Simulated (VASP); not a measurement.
# Sn (Im-3m) in VASP: settings compared, part 3 of 3

VASP 6.6.1. Earlier steps stand in the parts before.

### Step 6. Relaxation of cell and atoms, LDA

This run uses another cell than the first one, of 27.20 Å³/atom, 1.046 times its volume.

INCAR

```
PREC = Accurate ; ENCUT = 600
EDIFF = 1E-7 ; ISMEAR = 1
SIGMA = 0.1 ; LREAL = F
LASPH = T ; NELM = 100
ALGO = Normal ; ISIF = 3
LWAVE = F ; LCHARG = F
IBRION = 2 ; NSW = 100
EDIFFG = -0.01
```

KPOINTS

```
Automatic mesh
0
Gamma
  12 12 12
```

POSCAR

```
Sn
1.0
   -1.8946518200      1.8946518200      1.8946518200
    1.8946518200     -1.8946518200      1.8946518200
    1.8946518200      1.8946518200     -1.8946518200
Sn
1
Direct
    0.0000000000      0.0000000000      0.0000000000
```

Potentials or basis: VASP PAW LDA potentials, release 64 (Sn_d).

Launch:

```sh
$ cat potpaw_LDA.64/Sn_d/POTCAR > POTCAR
$ mpirun -np 1 vasp_std > vasp.out
```

Run time: 33 s. Hardware: 1 thread of Intel Xeon Platinum 8488C (Sapphire Rapids), shared host; peak memory 0.16 GiB.

Results (log left out):

* Free energy: -4.4457 eV
* Relaxed volume: 25.39 Å³/atom
* Relaxed cell: a = 3.207 Å, b = 3.207 Å, c = 3.207 Å, α = 109.47°, β = 109.47°, γ = 109.47°
* Space group after relaxing (to 0.05 Å): Im-3m (No. 229)
* Energy gained by relaxing: 21.8 meV/atom
* Ionic steps: 3
* Pressure after relaxing: 0.0 GPa
* Band gap on the k mesh: zero (band 7 reaches 17.15 eV, above the bottom of band 8 at 6.01 eV)

The path:
```
step  energy change (eV)  largest force (eV/Å)  pressure (GPa)  volume (Å³)
   1              0.0000                0.0000           -3.62        27.20
   2             -0.0195                0.0000            1.34        24.86
   3             -0.0218                0.0000            0.04        25.39
```

Final structure:
```xyz
1
Lattice="-1.8515 1.8515 1.8515 1.8515 -1.8515 1.8515 1.8515 1.8515 -1.8515" Properties=species:S:1:pos:R:3 pbc="T T T"
Sn    0.0000    0.0000    0.0000
```

Levels at points of the mesh, in eV from the Fermi level:
```csv
k point,band 4,band 5,band 6,band 7,band 8,band 9,band 10,band 11
"(0.00, 0.00, 0.00)",-21.42,-21.42,-11.70,8.39,8.39,8.39,12.26,12.26
"(0.50, 0.00, 0.00)",-21.43,-21.31,-6.63,-4.83,3.69,5.56,8.35,8.52
"(0.50, 0.50, 0.50)",-21.34,-21.34,-2.29,-0.66,-0.66,-0.66,3.86,3.86
```

Caveat: spin-orbit coupling is left out, which moves the levels of the heavy elements.

### Step 7. Relaxation of cell and atoms, r2SCAN

This run uses another cell than the first one, of 27.20 Å³/atom, 1.046 times its volume.

POSCAR is that of step 6.

INCAR.step1

```
SYSTEM = Sn
  PREC = Accurate
  ENCUT = 600
  ISMEAR = 1
  SIGMA = 0.1
  LREAL = .FALSE.
  LASPH = .TRUE.
  NELM = 100
  GGA = PE
  ALGO = Normal
  EDIFF = 1E-4
  LWAVE = .TRUE.
  LCHARG = .FALSE.
```

INCAR.step2

```
SYSTEM = Sn
  PREC = Accurate
  ENCUT = 600
  EDIFF = 1E-6
  ISMEAR = 1
  SIGMA = 0.1
  LREAL = .FALSE.
  LASPH = .TRUE.
  NELM = 100
  ALGO = Normal
  ISIF = 3
  LWAVE = .FALSE.
  LCHARG = .FALSE.
  METAGGA = R2SCAN
  LMIXTAU = .TRUE.
  IBRION = 2
  NSW = 100
  EDIFFG = -0.01
  ISTART = 1
```

KPOINTS

```
Automatic mesh
0
G
  12 12 12
  0 0 0
```

Potentials or basis: VASP PAW PBE potentials, release 64 (Sn_d).

Launch:

```sh
$ cat potpaw_PBE.64/Sn_d/POTCAR > POTCAR
$ cp INCAR.step1 INCAR
$ mpirun -np 1 vasp_std > vasp.out
$ cp INCAR.step2 INCAR
$ mpirun -np 1 vasp_std > vasp.out
```

OUTCAR:

```text
SYSTEM = Sn
   PREC = Accurate
   ENCUT = 600
   EDIFF = 1E-6
   ISMEAR = 1
   LREAL = .FALSE.
   LASPH = .TRUE.
   NELM = 100
   ISIF = 3
   METAGGA = R2SCAN
   IBRION = 2
   NSW = 100
   EDIFFG = -0.01
   ISTART = 1

 ion  position               nearest neighbor table
   1  0.000  0.000  0.000-

  LATTYP: Found a body centered cubic cell.
 ALAT       =     3.7893036400

  Lattice vectors:

 A1 = (  -1.8946518200,   1.8946518200,   1.8946518200)
 A2 = (   1.8946518200,  -1.8946518200,   1.8946518200)
 A3 = (   1.8946518200,   1.8946518200,  -1.8946518200)

Analysis of symmetry for initial positions (statically):
[... 251 lines left out ...]
  energy without entropy =      -24.50609336  energy(sigma->0) =      -24.50595750

 E-fermi :   8.2727     XC(G=0): -11.3364

 val. band max:        8.2195807146   @ k =  -0.4167   0.4167   0.4167
 cond. band min:       8.2819500841   @ k =   0.1667   0.1667   0.0833
 fundamental gap:      0.0623693695
 Fermi energy:         8.2726552933

 k-point     1 :       0.0000    0.0000    0.0000
  band No.  band energies     occupation
      1     -14.0922      2.00000
      2     -14.0922      2.00000
      3     -14.0922      2.00000
      4     -13.9334      2.00000
      5     -13.9334      2.00000
      6      -3.5625      2.00000
      7      16.7559      0.00000
      8      16.7559      0.00000
      9      16.7559      0.00000
     10      21.1254      0.00000
     11      21.1254      0.00000
[... 309 lines left out ...]
 k-point    24 :       0.4167    0.0833    0.0833
  band No.  band energies     occupation
      1     -14.1300      2.00000
      2     -14.0603      2.00000
      3     -13.9427      2.00000
      4     -13.9410      2.00000
      5     -13.8674      2.00000
      6       1.7742      2.00000
      7       3.7969      2.00000
      8      10.1559     -0.00000
      9      11.7683      0.00000
     10      19.3010      0.00000
     11      19.6588      0.00000

 [... further k-points ...]
[... 5 lines left out ...]
  --------------------------------------------------------------------------------------
  -------------------------------------------------------------------------------------
  Total        0.0015469      0.0015469      0.0015469      0.0000000      0.0000000     -0.0000000
  in kB        0.0923737      0.0923737      0.0923737      0.0000000      0.0000000     -0.0000000
  external PRESSURE =       0.0923737 kB  Pullay stress =       0.0000000 kB
[... 16 lines left out ...]
  FREE ENERGIE OF THE ION-ELECTRON SYSTEM (eV)
  ---------------------------------------------------
  free  energy   TOTEN  =       -24.5058895620 eV

  energy  without entropy=      -24.5060933630  energy(sigma->0) =      -24.50595750

 reached required accuracy - stopping structural energy minimisation
```

OSZICAR.step1:

```text
N       E                     dE             d eps       ncg     rms          rms(c)
DAV:   1     0.743587944110E+02    0.74359E+02   -0.81680E+03  1610   0.207E+03
DAV:   2     0.555751265475E+00   -0.73803E+02   -0.72305E+02  1632   0.346E+02
DAV:   3    -0.369808489471E+01   -0.42538E+01   -0.42270E+01  1841   0.763E+01
DAV:   4    -0.378578621317E+01   -0.87701E-01   -0.87679E-01  1805   0.116E+01
DAV:   5    -0.378905034328E+01   -0.32641E-02   -0.32641E-02  2028   0.212E+00    0.133E+00
DAV:   6    -0.377894773126E+01    0.10103E-01   -0.12292E-02  1863   0.213E+00    0.734E-01
DAV:   7    -0.377573706266E+01    0.32107E-02   -0.81740E-03  1852   0.163E+00    0.100E-01
DAV:   8    -0.377560321879E+01    0.13384E-03   -0.61805E-04  1815   0.481E-01    0.207E-02
DAV:   9    -0.377560420492E+01   -0.98614E-06   -0.79264E-06   933   0.457E-02
   1 F= -.37756042E+01 E0= -.37757154E+01  d E =0.333655E-03
```

It took 2.5 min on 1 thread of Intel Xeon Platinum 8488C (Sapphire Rapids), shared host; peak memory 0.19 GiB.

Results:

```yaml
Free_energy: -24.5059 eV
Relaxed_volume: 26.83 Å³/atom
Relaxed_cell: a = 3.266 Å, b = 3.266 Å, c = 3.266 Å, α = 109.47°, β = 109.47°, γ = 109.47°
Space_group_after_relaxing_to_0.05_Å: Im-3m (No. 229)
Energy_gained_by_relaxing: 0.8 meV/atom
Ionic_steps: 3
Pressure_after_relaxing: 0.0 GPa
Band_gap_on_the_k_mesh: zero (band 7 reaches 16.76 eV, above the bottom of band 8 at 5.53 eV)
```

Step by step:
| step | energy change (eV) | largest force (eV/Å) | pressure (GPa) | volume (Å³) |
| --- | --- | --- | --- | --- |
| 1 | 0.0000 | 0.0000 | -0.69 | 27.20 |
| 2 | -0.0008 | 0.0000 | 0.19 | 26.74 |
| 3 | -0.0008 | 0.0000 | 0.01 | 26.83 |

Final structure:
```cif
data_structure
_symmetry_space_group_name_H-M 'P 1'
_symmetry_Int_Tables_number 1
_cell_length_a 3.2665
_cell_length_b 3.2665
_cell_length_c 3.2665
_cell_angle_alpha 109.471
_cell_angle_beta 109.471
_cell_angle_gamma 109.471
_cell_volume 26.83
loop_
_atom_site_label
_atom_site_type_symbol
_atom_site_fract_x
_atom_site_fract_y
_atom_site_fract_z
_atom_site_occupancy
Sn1 Sn 0.00000 0.00000 0.00000 1
```

Levels at points of the mesh, in eV from the Fermi level:
```csv
k point,band 4,band 5,band 6,band 7,band 8,band 9,band 10,band 11
"(0.00, 0.00, 0.00)",-22.21,-22.21,-11.84,8.48,8.48,8.48,12.85,12.85
"(0.50, 0.00, 0.00)",-22.21,-22.11,-6.74,-4.84,3.71,5.82,8.56,8.58
"(0.50, 0.50, 0.50)",-22.14,-22.14,-2.32,-0.69,-0.69,-0.69,4.09,4.09
```

Caveat: the PAW data sets were made with another functional, which shifts forces and pressure a little; spin-orbit coupling is left out, which moves the levels of the heavy elements.

### Step 8. The runs side by side

```tsv
task	level	potentials or basis	cell	cutoff (eV)	gap on the mesh (eV)	pressure (GPa)	relaxed volume (Å³/atom)
single point	PBEsol	VASP PAW PBE potentials, release 64 (Sn_d)	a = 3.232 Å, angles 109.5°, 1 atom	520	none	0.0	-
single point	LDA	VASP PAW LDA potentials, release 64 (Sn_d)	a = 3.205 Å, angles 109.5°, 1 atom	520	none	0.1	-
single point	r2SCAN	VASP PAW PBE potentials, release 64 (Sn_d)	a = 3.264 Å, angles 109.5°, 1 atom	520	none	0.1	-
relaxation of cell and atoms	PBEsol	VASP PAW PBE potentials, release 64 (Sn_d)	relaxed from a = 3.282 Å, angles 109.5°, 1 atom	600	none	0.0	26.02
relaxation of cell and atoms	LDA	VASP PAW LDA potentials, release 64 (Sn_d)	relaxed from a = 3.282 Å, angles 109.5°, 1 atom	600	none	0.0	25.39
relaxation of cell and atoms	r2SCAN	VASP PAW PBE potentials, release 64 (Sn_d)	relaxed from a = 3.282 Å, angles 109.5°, 1 atom	600	none	0.0	26.83
```

Alike in all rows: no spin polarisation; k mesh 12 × 12 × 12; smearing methfessel-paxton 0.1 eV.

Caveats: spin-orbit coupling is left out, which moves the levels of the heavy elements; the PAW data sets were made with another functional, which shifts forces and pressure a little (some runs).

Absolute energies hang on the potentials; compare differences alone.
